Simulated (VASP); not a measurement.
# Li16C (a cell with a defect) in VASP: single point with PBE+D3(BJ)

Aim: the single point of Li16C (a cell with a defect) with PBE+D3(BJ).

Everything below comes from runs of VASP 6.6.1. Logs are shortened: lines on timing, memory, paths and dates and some standing lists are left out, and cuts for length are marked.

### 1 The cell of the first run

The cell holds a defect, 17 atoms: a = 6.980 Å, b = 6.980 Å, c = 6.980 Å, α = 90.00°, β = 90.00°, γ = 90.00°.

### 2 Single point, PBE+D3(BJ)

File INCAR:

```
SYSTEM = Li16C
ALGO = Normal
EDIFF = 1E-7
ENCUT = 520
GGA = PE
ISIF = 2
ISMEAR = -1
IVDW = 12
LASPH = .True.
LCHARG = .False.
LREAL = Auto
LWAVE = .False.
NBANDS = 40
NELM = 80
PREC = Accurate
SIGMA = 0.05
```

File KPOINTS:

```
k-points
0
Gamma
  4 4 4
  0 0 0
```

File POSCAR:

```
Li16C
1.0
    6.9800000000      0.0000000000      0.0000000000
    0.0000000000      6.9800000000      0.0000000000
    0.0000000000      0.0000000000      6.9800000000
Li C
16 1
Direct
    0.0001333811      0.0335640401     -0.0300406877
    0.5002527221     -0.0244305158     -0.0304432665
    0.0002184814      0.4024886819      0.0588143266
    0.0001355301      0.0335375358      0.5297849570
    0.2799295129      0.2156482808      0.2499035817
    0.5001829513      0.5405053009      0.0371104585
    0.5002494269     -0.0245001433      0.5302021490
    0.7204283668      0.2156795129      0.2499061605
    0.0002210602      0.4025514327      0.4408918338
    0.1912329513      0.8467717765      0.2498550143
    0.2805147564      0.2736244986      0.7498210602
    0.5001806590      0.5405368195      0.4625924069
    0.8091822350      0.8466893983      0.2498563037
    0.7198302292      0.2737287966      0.7498183381
    0.2129650430      0.7087222063      0.7498744986
    0.7874551576      0.7086785100      0.7498714900
    0.0001581662      0.1244451289      0.2498849570
```

Potentials or basis: VASP PAW PBE potentials, release 64 (Li_sv, C).

The run is started by

```bash
cat potpaw_PBE.64/Li_sv/POTCAR potpaw_PBE.64/C/POTCAR > POTCAR
mpirun -np 1 vasp_std > vasp.out
```

OUTCAR:

```text
SYSTEM = Li16C
   EDIFF = 1E-7
   ENCUT = 520
   GGA = PE
   ISIF = 2
   ISMEAR = -1
   IVDW = 12
   LASPH = .True.
   LREAL = Auto
   NELM = 80
   PREC = Accurate
 IVDW          = 12

 ion  position               nearest neighbor table
   1  0.000  0.034  0.970-  17 2.05
   2  0.500  0.976  0.970-
   3  0.000  0.402  0.059-
   4  0.000  0.034  0.530-  17 2.05
   5  0.280  0.216  0.250-  17 2.05
   6  0.500  0.541  0.037-
   7  0.500  0.975  0.530-
   8  0.720  0.216  0.250-  17 2.05
   9  0.000  0.403  0.441-
  10  0.191  0.847  0.250-
  11  0.281  0.274  0.750-
  12  0.500  0.541  0.463-
  13  0.809  0.847  0.250-
  14  0.720  0.274  0.750-
  15  0.213  0.709  0.750-
  16  0.787  0.709  0.750-
  17  0.000  0.124  0.250-   8 2.05   5 2.05   4 2.05   1 2.05

  LATTYP: Found a simple cubic cell.
 ALAT       =     6.9800000000

  Lattice vectors:

 A1 = (   6.9800000000,   0.0000000000,   0.0000000000)
 A2 = (   0.0000000000,   6.9800000000,   0.0000000000)
 A3 = (   0.0000000000,   0.0000000000,   6.9800000000)

Analysis of symmetry for initial positions (statically):
=====================================================================
 Subroutine PRICEL returns:
 Original cell was already a primitive cell.

 Routine SETGRP: Setting up the symmetry group for a
 simple cubic supercell.

 Subroutine GETGRP returns: Found  1 space group operations
 (whereof  1 operations were pure point group operations)
 out of a pool of 48 trial point group operations.

The static configuration has the point symmetry C_1 .

Analysis of symmetry for dynamics (positions and initial velocities):
=====================================================================
 Subroutine PRICEL returns:
 Original cell was already a primitive cell.

 Routine SETGRP: Setting up the symmetry group for a
 simple cubic supercell.

 Subroutine GETGRP returns: Found  1 space group operations
 (whereof  1 operations were pure point group operations)
 out of a pool of 48 trial point group operations.

The dynamic configuration has the point symmetry C_1 .

 Subroutine INISYM returns: Found  1 space group operations
 (whereof  1 operations are pure point group operations),
 and found     1 'primitive' translations

----------------------------------------------------------------------------------------

                                     Primitive cell

  volume of cell :     340.0684

  direct lattice vectors                    reciprocal lattice vectors
     6.980000000  0.000000000  0.000000000     0.143266476  0.000000000  0.000000000
     0.000000000  6.980000000  0.000000000     0.000000000  0.143266476  0.000000000
     0.000000000  0.000000000  6.980000000     0.000000000  0.000000000  0.143266476

  length of vectors
     6.980000000  6.980000000  6.980000000     0.143266476  0.143266476  0.143266476

  position of ions in fractional coordinates (direct lattice)
     0.000133381  0.033564040  0.969959312
     0.500252722  0.975569484  0.969556733
     0.000218481  0.402488682  0.058814327
     0.000135530  0.033537536  0.529784957
     0.279929513  0.215648281  0.249903582
     0.500182951  0.540505301  0.037110459
[... 9 lines left out ...]
     0.787455158  0.708678510  0.749871490
     0.000158166  0.124445129  0.249884957

  ion indices of the primitive-cell ions
   primitive index   ion index
                 1           1
                 2           2
                 3           3
                 4           4
                 5           5
                 6           6
[... 9 lines left out ...]
                16          16
                17          17

----------------------------------------------------------------------------------------

 KPOINTS: k-points

Automatic generation of k-mesh.
 Grid dimensions read from file:
 generate k-points for:    4    4    4

 Generating k-lattice:

  Cartesian coordinates                     Fractional coordinates (reciprocal lattice)
     0.035816619  0.000000000  0.000000000     0.250000000  0.000000000  0.000000000
     0.000000000  0.035816619  0.000000000     0.000000000  0.250000000  0.000000000
     0.000000000  0.000000000  0.035816619     0.000000000  0.000000000  0.250000000

  Length of vectors
     0.035816619  0.035816619  0.035816619

  Shift w.r.t. Gamma in fractional coordinates (k-lattice)
     0.000000000  0.000000000  0.000000000

 Subroutine IBZKPT returns following result:
 ===========================================

 Found     36 irreducible k-points:

 Following reciprocal coordinates:
            Coordinates               Weight
  0.000000  0.000000  0.000000      1.000000
  0.250000  0.000000  0.000000      2.000000
  0.000000  0.250000  0.000000      2.000000
  0.000000  0.000000  0.250000      2.000000
  0.500000  0.000000  0.000000      1.000000
  0.000000  0.500000  0.000000      1.000000
[... 16 lines left out ...]
  0.250000  0.250000  0.250000      2.000000
 -0.250000  0.250000  0.250000      2.000000
 [... further k-points ...]
   k-points           NKPTS =     36   k-points in BZ     NKDIM =     36   number of bands    NBANDS=     40
   number of dos      NEDOS =    301   number of ions     NIONS =     17
   total plane-waves  NPLWV = 157464
   dimension x,y,z NGX =    54 NGY =   54 NGZ =   54
   dimension x,y,z NGXF=   108 NGYF=  108 NGZF=  108
   ions per type =              16   1
   NGX,Y,Z   is equivalent  to a cutoff of  12.86, 12.86, 12.86 a.u.
   NGXF,Y,Z  is equivalent  to a cutoff of  25.72, 25.72, 25.72 a.u.
 SYSTEM =  Li16C
   PREC   = accura    normal or accurate (medium, high low for compatibility)
   ISTART =      0    job   : 0-new  1-cont  2-samecut
   ICHARG =      2    charge: 1-file 2-atom 10-const
   ISPIN  =      1    spin polarized calculation?
   LNONCOLLINEAR =      F non collinear calculations
   LSORBIT =      F    spin-orbit coupling
   LASPH  =      T    aspherical Exc in radial PAW
   ENCUT  =  520.0 eV  38.22 Ry    6.18 a.u.  12.98 12.98 12.98*2*pi/ulx,y,z
   NELM   =     80;   NELMIN=  2; NELMDL= -5     # of ELM steps
   EDIFF  = 0.1E-06   stopping-criterion for ELM
   LREAL  =      T    real-space projection
   EDIFFG = 0.1E-05   stopping-criterion for IOM
   NSW    =      0    number of steps for IOM
   IBRION =     -1    ionic relax: 0-MD 1-quasi-New 2-CG
   NFREE  =      0    steps in history (QN), initial steepest desc. (CG)
   ISIF   =      2    stress and relaxation
   ISYM   =      2    0-nonsym 1-usesym 2-fastsym
   POTIM  = 0.5000    time-step for ionic-motion
   TEBEG  =    0.0;   TEEND  =   0.0 temperature during run
   PSTRESS=    0.0 pullay stress
   NELECT =      52.0000    total number of electrons
   NUPDOWN=      -1.0000    fix difference up-down
   EMIN   =  10.00;   EMAX   =-10.00  energy-range for DOS
   EFERMI =   0.00;   METHOD = LEGACY
   ISMEAR =    -1;   SIGMA  =   0.05  broadening in eV -4-tet -1-fermi 0-gaus
   EFERMI_NEDOS =   21; number of points for ismear=-14 and -15
   IALGO  =     38    algorithm
   IMIX   =      4    mixing-type and parameters
     AMIX     =   0.40;   BMIX     =  1.00
     AMIX_MAG =   1.60;   BMIX_MAG =  1.00
  volume/ion in A,a.u.               =      20.00       134.99
  Fermi-wavevector in a.u.,A,eV,Ry     =   0.875428  1.654319 10.427158  0.766374
  Thomas-Fermi vector in A             =   1.995098
   LORBIT       =      0    0 simple, 1 ext, 2 COOP (PROOUT), +10 PAW based schemes
   GGA     = PE    functional components
   LHFCALC =     F    Hartree Fock is set to
   AEXX    =    0.0000 exact exchange contribution
   IVDW    =    12    specifies the selected vdW correction
   LEPSILON=     F    determine dielectric tensor
   LRPA    =     F    only Hartree local field effects (RPA)
 non-spin polarized calculation
  energy-cutoff  :      520.00
  volume of cell :      340.07
 maximum number of plane-waves:      9183
 NGX is ok and might be reduce to    54
   NGX = 25   NGY = 25   NGZ = 25

 number of electron      51.9999990 magnetization

 Free energy of the ion-electron system (eV)
  ---------------------------------------------------
  ext. energy  EPLUGINS =         0.00000000
  ---------------------------------------------------
  free energy    TOTEN  =       -38.00265397 eV

  energy without entropy =      -37.95097780  energy(sigma->0) =      -37.97681588

 E-fermi :   0.4709     XC(G=0):  -7.0266

 val. band max:        0.4700814958   @ k =   0.5000   0.5000   0.0000
 cond. band min:       0.4724052065   @ k =  -0.2500   0.5000   0.0000
 fundamental gap:      0.0023237107
 Fermi energy:         0.4709031862

 k-point     1 :       0.0000    0.0000    0.0000
  band No.  band energies     occupation
      1     -46.2302      2.00000
      2     -46.2233      2.00000
      3     -46.2222      2.00000
      4     -46.2219      2.00000
      5     -46.2188      2.00000
      6     -46.2135      2.00000
[... 30 lines left out ...]
     37       3.8280      0.00000
     38       3.9189      0.00000

 k-point     2 :       0.2500    0.0000    0.0000
  band No.  band energies     occupation
      1     -46.2297      2.00000
      2     -46.2249      2.00000
      3     -46.2219      2.00000
      4     -46.2214      2.00000
      5     -46.2186      2.00000
      6     -46.2135      2.00000
[... 30 lines left out ...]
     37       3.6378      0.00000
     38       3.8902      0.00000

 k-point     3 :       0.0000    0.2500    0.0000
  band No.  band energies     occupation
      1     -46.2299      2.00000
      2     -46.2233      2.00000
      3     -46.2222      2.00000
      4     -46.2219      2.00000
      5     -46.2195      2.00000
      6     -46.2135      2.00000
[... 30 lines left out ...]
     37       3.7275      0.00000
[... 781 lines left out ...]
 k-point    23 :       0.2500    0.2500    0.2500
  band No.  band energies     occupation
      1     -46.2289      2.00000
      2     -46.2252      2.00000
      3     -46.2234      2.00000
      4     -46.2204      2.00000
      5     -46.2190      2.00000
      6     -46.2137      2.00000
[... 30 lines left out ...]
     37       4.2208      0.00000
     38       4.4657      0.00000

 k-point    24 :      -0.2500    0.2500    0.2500
  band No.  band energies     occupation
      1     -46.2289      2.00000
      2     -46.2252      2.00000
      3     -46.2234      2.00000
      4     -46.2204      2.00000
      5     -46.2190      2.00000
      6     -46.2137      2.00000
[... 30 lines left out ...]
     37       4.2209      0.00000
     38       4.4657      0.00000

 [... further k-points ...]

 [bands above 38 left out]

------------------------ aborting loop because EDIFF is reached ----------------------------------------

 Edisp (eV)   -2.74288

 E8    (eV) :    -1.1345

  FORCE on cell =-STRESS in cart. coord.  units (eV):
  Direction    XX          YY          ZZ          XY          YZ          ZX
  --------------------------------------------------------------------------------------
  -------------------------------------------------------------------------------------
  Total      -4.18516    -6.78240    -4.16461     0.00160     0.00087    -0.00068
  in kB     -19.71772   -31.95418   -19.62088     0.00754     0.00409    -0.00320
  external pressure =      -23.76 kB  Pullay stress =        0.00 kB

 VOLUME and BASIS-vectors are now :
 -----------------------------------------------------------------------------
  energy-cutoff  :      520.00
  volume of cell :      340.07
      direct lattice vectors                 reciprocal lattice vectors
     6.980000000  0.000000000  0.000000000     0.143266476  0.000000000  0.000000000
     0.000000000  6.980000000  0.000000000     0.000000000  0.143266476  0.000000000
     0.000000000  0.000000000  6.980000000     0.000000000  0.000000000  0.143266476

 POSITION                                       TOTAL-FORCE (eV/Angst)
 -----------------------------------------------------------------------------------
      0.00093      0.23428      6.77032         0.001195     -0.001098     -0.010956
      3.49176      6.80947      6.76751        -0.000569     -0.000613     -0.001134
      0.00153      2.80937      0.41052        -0.000326      0.001282     -0.006018
      0.00095      0.23409      3.69790         0.000552     -0.000020      0.010825
      1.95391      1.50522      1.74433         0.005224     -0.000648     -0.000298
      3.49128      3.77273      0.25903        -0.000332     -0.001138      0.002263
[... 9 lines left out ...]
      5.49644      4.94658      5.23410         0.001560     -0.004484      0.000253
      0.00110      0.86863      1.74420         0.001979      0.007626     -0.000533
 -----------------------------------------------------------------------------------
    total drift:                               -0.001440      0.010006     -0.001903

  FREE ENERGIE OF THE ION-ELECTRON SYSTEM (eV)
  ---------------------------------------------------
  free  energy   TOTEN  =       -40.7455346126 eV

  energy  without entropy=      -40.6938584451  energy(sigma->0) =      -40.71969653
```

Run time: 12 min. Hardware: 1 thread of Intel Xeon Platinum 8124M at 3.00GHz (Skylake/Cascade Lake), shared host; peak memory 0.52 GiB.

What came out:

```yaml
Free_energy: -40.7455 eV
Largest_force: 0.011 eV/Å
Band_gap_on_the_k_mesh: zero (bands 26 and 27 overlap by 0.25 eV)
Dispersion_energy_per_atom: -0.161 eV
```

Forces in eV/Å, atoms in the order of the input:
```
Li   0.001 -0.001 -0.011
Li  -0.001 -0.001 -0.001
Li   0.000  0.001 -0.006
Li   0.001  0.000  0.011
Li   0.005 -0.001  0.000
Li   0.000 -0.001  0.002
Li   0.001  0.000  0.001
Li  -0.007  0.000  0.000
Li   0.000  0.001  0.006
Li   0.000  0.001  0.000
Li  -0.002  0.002  0.000
Li   0.000 -0.001 -0.001
Li  -0.001  0.000  0.000
Li   0.002  0.001  0.000
Li  -0.002 -0.005  0.000
Li   0.002 -0.004  0.000
C    0.002  0.008 -0.001
```

Caveat: the cutoff is under 1.25 times the usual one of these potentials, so pressure, stress and relaxed cells hold a basis-set (Pulay) error.
